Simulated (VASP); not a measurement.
# ZnCd5O6 (Pmmm) in VASP: notebook

The runs below take ZnCd5O6 through single point, with PBE.

Program: VASP 6.6.1. These are calculated values, not measurements. Logs are shortened: lines on timing, memory, paths and dates and some standing lists are left out, and cuts for length are marked.

## Step 1: The cell of the first run

Symmetry: Pmmm, No. 47, orthorhombic system. Conventional cell: a = 3.303 Å, b = 4.724 Å, c = 10.001 Å, α = 90.00°, β = 90.00°, γ = 90.00°. Within 2.9 Å of Zn (site symmetry mmm) lie 6 O at 2.22 to 2.36 Å. Within 3.1 Å of Cd (site symmetry mm2) lie 6 O at 2.36 to 2.44 Å. Within 3.1 Å of Cd (site symmetry mmm) lie 6 O at 2.36 Å. Cd (site symmetry mm2) has 6 O at 2.31 to 2.37 Å within 3.0 Å. O (site symmetry mm2) has 6 Cd at 2.36 to 2.37 Å within 3.1 Å. O (site symmetry mmm) has 6 Cd at 2.36 to 2.39 Å within 3.1 Å. Within 3.0 Å of O (site symmetry mm2) lie 2 Zn at 2.22 Å and 4 Cd at 2.37 to 2.44 Å and 1 O at 2.96 Å. O (site symmetry mmm) has 4 Cd at 2.31 Å and 2 Zn at 2.36 Å within 3.0 Å.

## Step 2: Single point, PBE

INCAR reads:

```
SYSTEM = ZnCd5O6
  ALGO = Normal
  EDIFF = 1E-6
  ENCUT = 520
  GGA = PE
  ISIF = 2
  ISMEAR = 0
  LASPH = .True.
  LCHARG = .False.
  LREAL = .False.
  LWAVE = .False.
  NBANDS = 66
  NELM = 80
  PREC = Accurate
  SIGMA = 0.1
```

KPOINTS reads:

```
k-points
0
Gamma
  6 4 2
  0 0 0
```

POSCAR reads:

```
ZnCd5O6
1.0
    3.3033770000      0.0000000000      0.0000000000
    0.0000000000      4.7238379000      0.0000000000
    0.0000000000      0.0000000000     10.0008399000
Zn Cd O
1 5 6
Direct
    0.0000000000      0.0000000000      0.5000000000
    0.0000000000      0.0000000000      0.8271960000
    0.5000000000      0.5000000000      0.0000000000
    0.0000000000      0.0000000000      0.1728040000
    0.5000000000      0.5000000000      0.3390380000
    0.5000000000      0.5000000000      0.6609620000
    0.0000000000      0.5000000000      0.8313370000
    0.5000000000      0.0000000000      0.0000000000
    0.0000000000      0.5000000000      0.1686630000
    0.5000000000      0.0000000000      0.3521460000
    0.0000000000      0.5000000000      0.5000000000
    0.5000000000      0.0000000000      0.6478540000
```

Potentials or basis: VASP PAW PBE potentials, release 64 (Zn, Cd, O).

Run with:

```console
$ cat potpaw_PBE.64/Zn/POTCAR potpaw_PBE.64/Cd/POTCAR potpaw_PBE.64/O/POTCAR > POTCAR
$ mpirun -np 1 vasp_std > vasp.out
```

OUTCAR:

```text
SYSTEM = ZnCd5O6
   EDIFF = 1E-6
   ENCUT = 520
   GGA = PE
   ISIF = 2
   ISMEAR = 0
   LASPH = .True.
   LREAL = .False.
   NELM = 80
   PREC = Accurate

 ion  position               nearest neighbor table
   1  0.000  0.000  0.500-  10 2.22  12 2.22  10 2.22  12 2.22  11 2.36  11 2.36   2 3.27   4 3.27
                             6 3.30   6 3.30   5 3.30   6 3.30   5 3.30   5 3.30   5 3.30   6 3.30
   2  0.000  0.000  0.827-   7 2.36   7 2.36   8 2.39   8 2.39  12 2.44  12 2.44   1 3.27   6 3.33
                             6 3.33   6 3.33   6 3.33   3 3.36   3 3.36   3 3.36   3 3.36   4 3.46
   3  0.500  0.500  0.000-   7 2.36   9 2.36   7 2.36   9 2.36   8 2.36   8 2.36   4 3.36   4 3.36
                             2 3.36   4 3.36   2 3.36   2 3.36   2 3.36   4 3.36   5 3.39   6 3.39
   4  0.000  0.000  0.173-   9 2.36   9 2.36   8 2.39   8 2.39  10 2.44  10 2.44   1 3.27   5 3.33
                             5 3.33   5 3.33   5 3.33   3 3.36   3 3.36   3 3.36   3 3.36   2 3.46
   5  0.500  0.500  0.339-  11 2.31  11 2.31  10 2.37  10 2.37   9 2.37   9 2.37   6 3.22   1 3.30
                             1 3.30   1 3.30   1 3.30   4 3.33   4 3.33   4 3.33   4 3.33   3 3.39
   6  0.500  0.500  0.661-  11 2.31  11 2.31  12 2.37  12 2.37   7 2.37   7 2.37   5 3.22   1 3.30
                             1 3.30   1 3.30   1 3.30   2 3.33   2 3.33   2 3.33   2 3.33   3 3.39
   7  0.000  0.500  0.831-   3 2.36   3 2.36   2 2.36   2 2.36   6 2.37   6 2.37
   8  0.500  0.000  0.000-   3 2.36   3 2.36   4 2.39   2 2.39   2 2.39   4 2.39
   9  0.000  0.500  0.169-   3 2.36   3 2.36   4 2.36   4 2.36   5 2.37   5 2.37
  10  0.500  0.000  0.352-   1 2.22   1 2.22   5 2.37   5 2.37   4 2.44   4 2.44
  11  0.000  0.500  0.500-   5 2.31   6 2.31   5 2.31   6 2.31   1 2.36   1 2.36
  12  0.500  0.000  0.648-   1 2.22   1 2.22   6 2.37   6 2.37   2 2.44   2 2.44

  LATTYP: Found a simple orthorhombic cell.
 ALAT       =     3.3033770000
 B/A-ratio  =     1.4300026609
 C/A-ratio  =     3.0274594453

  Lattice vectors:

 A1 = (   3.3033770000,   0.0000000000,   0.0000000000)
 A2 = (   0.0000000000,   4.7238379000,   0.0000000000)
 A3 = (   0.0000000000,   0.0000000000,  10.0008399000)

Analysis of symmetry for initial positions (statically):
=====================================================================
 Subroutine PRICEL returns:
 Original cell was already a primitive cell.

 Routine SETGRP: Setting up the symmetry group for a
 simple orthorhombic supercell.

 Subroutine GETGRP returns: Found  8 space group operations
 (whereof  8 operations were pure point group operations)
 out of a pool of  8 trial point group operations.

The static configuration has the point symmetry D_2h.

Analysis of symmetry for dynamics (positions and initial velocities):
=====================================================================
 Subroutine PRICEL returns:
 Original cell was already a primitive cell.

 Routine SETGRP: Setting up the symmetry group for a
 simple orthorhombic supercell.

 Subroutine GETGRP returns: Found  8 space group operations
 (whereof  8 operations were pure point group operations)
 out of a pool of  8 trial point group operations.

The dynamic configuration has the point symmetry D_2h.

 Subroutine INISYM returns: Found  8 space group operations
 (whereof  8 operations are pure point group operations),
 and found     1 'primitive' translations

----------------------------------------------------------------------------------------

                                     Primitive cell

  volume of cell :     156.0593

  direct lattice vectors                    reciprocal lattice vectors
     3.303377000  0.000000000  0.000000000     0.302720519  0.000000000  0.000000000
     0.000000000  4.723837900  0.000000000     0.000000000  0.211692277  0.000000000
     0.000000000  0.000000000 10.000839900     0.000000000  0.000000000  0.099991602

  length of vectors
     3.303377000  4.723837900 10.000839900     0.302720519  0.211692277  0.099991602

  position of ions in fractional coordinates (direct lattice)
     0.000000000  0.000000000  0.500000000
     0.000000000  0.000000000  0.827196000
     0.500000000  0.500000000  0.000000000
     0.000000000  0.000000000  0.172804000
     0.500000000  0.500000000  0.339038000
     0.500000000  0.500000000  0.660962000
     0.000000000  0.500000000  0.831337000
     0.500000000  0.000000000  0.000000000
     0.000000000  0.500000000  0.168663000
     0.500000000  0.000000000  0.352146000
     0.000000000  0.500000000  0.500000000
     0.500000000  0.000000000  0.647854000

  ion indices of the primitive-cell ions
   primitive index   ion index
                 1           1
                 2           2
                 3           3
                 4           4
                 5           5
                 6           6
                 7           7
                 8           8
                 9           9
                10          10
                11          11
                12          12

----------------------------------------------------------------------------------------

 KPOINTS: k-points

Automatic generation of k-mesh.
 Grid dimensions read from file:
 generate k-points for:    6    4    2

 Generating k-lattice:

  Cartesian coordinates                     Fractional coordinates (reciprocal lattice)
     0.050453420  0.000000000  0.000000000     0.166666667  0.000000000  0.000000000
     0.000000000  0.052923069  0.000000000     0.000000000  0.250000000  0.000000000
     0.000000000  0.000000000  0.049995801     0.000000000  0.000000000  0.500000000

  Length of vectors
     0.050453420  0.052923069  0.049995801

  Shift w.r.t. Gamma in fractional coordinates (k-lattice)
     0.000000000  0.000000000  0.000000000

 Subroutine IBZKPT returns following result:
 ===========================================

 Found     24 irreducible k-points:

 Following reciprocal coordinates:
            Coordinates               Weight
  0.000000  0.000000  0.000000      1.000000
  0.166667  0.000000  0.000000      2.000000
  0.333333  0.000000  0.000000      2.000000
  0.500000  0.000000  0.000000      1.000000
  0.000000  0.250000  0.000000      2.000000
  0.166667  0.250000  0.000000      4.000000
[... 16 lines left out ...]
  0.333333  0.500000  0.500000      2.000000
  0.500000  0.500000  0.500000      1.000000
   k-points           NKPTS =     24   k-points in BZ     NKDIM =     24   number of bands    NBANDS=     66
   number of dos      NEDOS =    301   number of ions     NIONS =     12
   total plane-waves  NPLWV =  80640
   dimension x,y,z NGX =    28 NGY =   36 NGZ =   80
   dimension x,y,z NGXF=    56 NGYF=   72 NGZF=  160
   ions per type =               1   5   6
   NGX,Y,Z   is equivalent  to a cutoff of  14.09, 12.67, 13.30 a.u.
   NGXF,Y,Z  is equivalent  to a cutoff of  28.18, 25.34, 26.60 a.u.
 SYSTEM =  ZnCd5O6
   PREC   = accura    normal or accurate (medium, high low for compatibility)
   ISTART =      0    job   : 0-new  1-cont  2-samecut
   ICHARG =      2    charge: 1-file 2-atom 10-const
   ISPIN  =      1    spin polarized calculation?
   LNONCOLLINEAR =      F non collinear calculations
   LSORBIT =      F    spin-orbit coupling
   LASPH  =      T    aspherical Exc in radial PAW
   ENCUT  =  520.0 eV  38.22 Ry    6.18 a.u.   6.14  8.78 18.59*2*pi/ulx,y,z
   NELM   =     80;   NELMIN=  2; NELMDL= -5     # of ELM steps
   EDIFF  = 0.1E-05   stopping-criterion for ELM
   LREAL  =      F    real-space projection
   EDIFFG = 0.1E-04   stopping-criterion for IOM
   NSW    =      0    number of steps for IOM
   IBRION =     -1    ionic relax: 0-MD 1-quasi-New 2-CG
   NFREE  =      0    steps in history (QN), initial steepest desc. (CG)
   ISIF   =      2    stress and relaxation
   ISYM   =      2    0-nonsym 1-usesym 2-fastsym
   POTIM  = 0.5000    time-step for ionic-motion
   TEBEG  =    0.0;   TEEND  =   0.0 temperature during run
   PSTRESS=    0.0 pullay stress
   NELECT =     108.0000    total number of electrons
   NUPDOWN=      -1.0000    fix difference up-down
   EMIN   =  10.00;   EMAX   =-10.00  energy-range for DOS
   EFERMI =   0.00;   METHOD = LEGACY
   ISMEAR =     0;   SIGMA  =   0.10  broadening in eV -4-tet -1-fermi 0-gaus
   EFERMI_NEDOS =   21; number of points for ismear=-14 and -15
   IALGO  =     38    algorithm
   IMIX   =      4    mixing-type and parameters
     AMIX     =   0.40;   BMIX     =  1.00
     AMIX_MAG =   1.60;   BMIX_MAG =  1.00
  volume/ion in A,a.u.               =      13.00        87.76
  Fermi-wavevector in a.u.,A,eV,Ry     =   1.448059  2.736434 28.529709  2.096874
  Thomas-Fermi vector in A             =   2.565943
   LORBIT       =      0    0 simple, 1 ext, 2 COOP (PROOUT), +10 PAW based schemes
   GGA     = PE    functional components
   LHFCALC =     F    Hartree Fock is set to
   AEXX    =    0.0000 exact exchange contribution
   IVDW    =     0    specifies the selected vdW correction
   LEPSILON=     F    determine dielectric tensor
   LRPA    =     F    only Hartree local field effects (RPA)
 non-spin polarized calculation
 Gauss-broadening in eV      SIGMA  =   0.10
  energy-cutoff  :      520.00
  volume of cell :      156.06
 maximum number of plane-waves:      4222
 NGX is ok and might be reduce to    28
   NGX = 13   NGY = 17   NGZ = 37

 number of electron     108.0000054 magnetization

 Free energy of the ion-electron system (eV)
  ---------------------------------------------------
  ext. energy  EPLUGINS =         0.00000000
  ---------------------------------------------------
  free energy    TOTEN  =       -46.94308493 eV

  energy without entropy =      -46.93777605  energy(sigma->0) =      -46.94043049

 E-fermi :   1.9129     XC(G=0): -11.5353

 val. band max:        1.8481146216   @ k =   0.0000   0.5000   0.5000
 cond. band min:       2.8502430137   @ k =   0.0000   0.0000   0.5000
 fundamental gap:      1.0021283921
 Fermi energy:         1.9129079975

 k-point     1 :       0.0000    0.0000    0.0000
  band No.  band energies     occupation
      1     -15.4924      2.00000
      2     -15.1198      2.00000
      3     -15.0691      2.00000
      4     -14.8446      2.00000
      5     -14.7322      2.00000
      6     -14.6110      2.00000
[... 58 lines left out ...]
     65      10.8886      0.00000
     66      12.3439      0.00000

 k-point     2 :       0.1667    0.0000    0.0000
  band No.  band energies     occupation
      1     -15.3694      2.00000
      2     -15.0680      2.00000
      3     -15.0298      2.00000
      4     -14.8102      2.00000
      5     -14.7165      2.00000
      6     -14.6119      2.00000
[... 58 lines left out ...]
     65      11.0066      0.00000
     66      11.4303      0.00000

 k-point     3 :       0.3333    0.0000    0.0000
  band No.  band energies     occupation
      1     -15.0819      2.00000
      2     -14.9512      2.00000
      3     -14.9443      2.00000
      4     -14.7762      2.00000
      5     -14.6850      2.00000
      6     -14.6254      2.00000
[... 1438 lines left out ...]
     65       9.6988      0.00000
     66       9.7856      0.00000

 k-point    24 :       0.5000    0.5000    0.5000
  band No.  band energies     occupation
      1     -14.8124      2.00000
      2     -14.7820      2.00000
      3     -14.7219      2.00000
      4     -14.7118      2.00000
      5     -14.6397      2.00000
      6     -14.5676      2.00000
[... 58 lines left out ...]
     65      10.6819      0.00000
     66      10.7429      0.00000

------------------------ aborting loop because EDIFF is reached ----------------------------------------

  FORCE on cell =-STRESS in cart. coord.  units (eV):
  Direction    XX          YY          ZZ          XY          YZ          ZX
  --------------------------------------------------------------------------------------
  -------------------------------------------------------------------------------------
  Total        1.1748422      1.2022896      1.2111414     -0.0000000      0.0000000      0.0000000
  in kB       12.0614774     12.3432651     12.4341424     -0.0000000      0.0000000      0.0000000
  external PRESSURE =      12.2796283 kB  Pullay stress =       0.0000000 kB

 VOLUME and BASIS-vectors are now :
 -----------------------------------------------------------------------------
  energy-cutoff  :      520.00
  volume of cell :      156.06
      direct lattice vectors                 reciprocal lattice vectors
     3.303377000  0.000000000  0.000000000     0.302720519  0.000000000  0.000000000
     0.000000000  4.723837900  0.000000000     0.000000000  0.211692277  0.000000000
     0.000000000  0.000000000 10.000839900     0.000000000  0.000000000  0.099991602

 POSITION                                       TOTAL-FORCE (eV/Angst)
 -----------------------------------------------------------------------------------
      0.00000      0.00000      5.00042        -0.000000      0.000000      0.000000
      0.00000      0.00000      8.27265        -0.000000      0.000000     -0.005364
      1.65169      2.36192      0.00000        -0.000000      0.000000      0.000000
      0.00000      0.00000      1.72819        -0.000000     -0.000000      0.005364
      1.65169      2.36192      3.39066        -0.000000      0.000000     -0.031094
      1.65169      2.36192      6.61018        -0.000000      0.000000      0.031094
      0.00000      2.36192      8.31407        -0.000000      0.000000     -0.014345
      1.65169      0.00000      0.00000        -0.000000      0.000000      0.000000
      0.00000      2.36192      1.68677         0.000000     -0.000000      0.014345
      1.65169      0.00000      3.52176        -0.000000     -0.000000      0.026247
      0.00000      2.36192      5.00042        -0.000000      0.000000      0.000000
      1.65169      0.00000      6.47908        -0.000000      0.000000     -0.026247
 -----------------------------------------------------------------------------------
    total drift:                                0.000000      0.000000     -0.000000

  FREE ENERGIE OF THE ION-ELECTRON SYSTEM (eV)
  ---------------------------------------------------
  free  energy   TOTEN  =       -46.9430849344 eV

  energy  without entropy=      -46.9377760530  energy(sigma->0) =      -46.94043049
```

It took 3 min on 1 thread of Intel Xeon Platinum 8488C (Sapphire Rapids), shared host; peak memory 0.38 GiB.

What came out:

```yaml
Free_energy: -46.9431 eV
Pressure: 1.2 GPa
Largest_force: 0.031 eV/Å
Band_gap_on_the_k_mesh: zero (bands 54 and 55 overlap by 0.26 eV)
```

Forces in eV/Å, atoms in the order of the input:
```
Zn   0.000  0.000  0.000
Cd   0.000  0.000 -0.005
Cd   0.000  0.000  0.000
Cd   0.000  0.000  0.005
Cd   0.000  0.000 -0.031
Cd   0.000  0.000  0.031
O    0.000  0.000 -0.014
O    0.000  0.000  0.000
O    0.000  0.000  0.014
O    0.000  0.000  0.026
O    0.000  0.000  0.000
O    0.000  0.000 -0.026
```

Caveat: semilocal functionals underestimate gaps, so a narrow gap can read as zero.

[end of part 1 of 2]
